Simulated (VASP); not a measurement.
Here is a VASP 6.6.1 calculation.

INCAR

```
PREC = Accurate ; ENCUT = 520
EDIFF = 1E-7 ; ISMEAR = 0
SIGMA = 0.05 ; LREAL = F
LASPH = T ; NELM = 60
ALGO = Normal ; ISIF = 2
LWAVE = F ; LCHARG = F
GGA = PS ; NBANDS = 16
```

KPOINTS

```
Automatic mesh
0
Gamma
  9 9 6
```

Contents of POSCAR:

```
AlN
1.0
    3.3014407767      0.0000000000      0.0000000000
   -1.6507203884      2.8591315817      0.0000000000
    0.0000000000      0.0000000000      4.1400037194
Al N
2 2
Direct
    0.3333333333      0.6666666667      0.7500000000
    0.6666666667      0.3333333333      0.2500000000
    0.3333333333      0.6666666667      0.2500000000
    0.6666666667      0.3333333333      0.7500000000
```

Potentials or basis: VASP PAW PBE potentials, release 64 (Al, N).

Command:

```sh
$ cat potpaw_PBE.64/Al/POTCAR potpaw_PBE.64/N/POTCAR > POTCAR
$ mpirun -np 1 vasp_std > vasp.out
```

**Question.** Predict the pressure.

**Answer.** 0.0 GPa.

**Question.** Estimate the band gap on the k mesh.

**Answer.** 3.34 eV, direct.

Caveat: the PAW data sets were made with another functional, which shifts forces and pressure a little. Expect the measured gap to be larger: semilocal functionals such as PBEsol lack the derivative discontinuity.
